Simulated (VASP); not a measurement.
Input of a VASP 6.6.1 run:

Contents of INCAR:

```
SYSTEM = SrO
PREC = Accurate
ENCUT = 520
EDIFF = 1E-6
ISMEAR = -1
SIGMA = 0.05
LREAL = .FALSE.
LASPH = .TRUE.
NELM = 60
ALGO = Normal
ISIF = 2
LWAVE = .FALSE.
LCHARG = .FALSE.
GGA = B5
ALDAX = 1.0
AGGAX = 1.0
AGGAC = 1.0
ALDAC = 0.0
NBANDS = 15
```

File KPOINTS:

```
regular mesh
0
G
  9 9 9
  0 0 0
```

Contents of POSCAR:

```
SrO
1.0
    0.0000000000      2.5663000000      2.5663000000
    2.5663000000      0.0000000000      2.5663000000
    2.5663000000      2.5663000000      0.0000000000
Sr O
1 1
Direct
    0.5000000000      0.5000000000      0.5000000000
    0.0000000000      0.0000000000      0.0000000000
```

Potentials or basis: VASP PAW PBE potentials, release 64 (Sr_sv, O).

Command:

```console
$ cat potpaw_PBE.64/Sr_sv/POTCAR potpaw_PBE.64/O/POTCAR > POTCAR
$ mpirun -np 1 vasp_std > vasp.out
```

Task: Predict the pressure.

Result: 6.9 GPa.

Task: Predict the band gap on the k mesh.

Result: 3.45 eV, indirect (least direct gap 3.54 eV).

Caveat: the PAW data sets were made with another functional, which shifts forces and pressure a little. BLYP gaps usually lie below the measured ones, often by a third to a half.
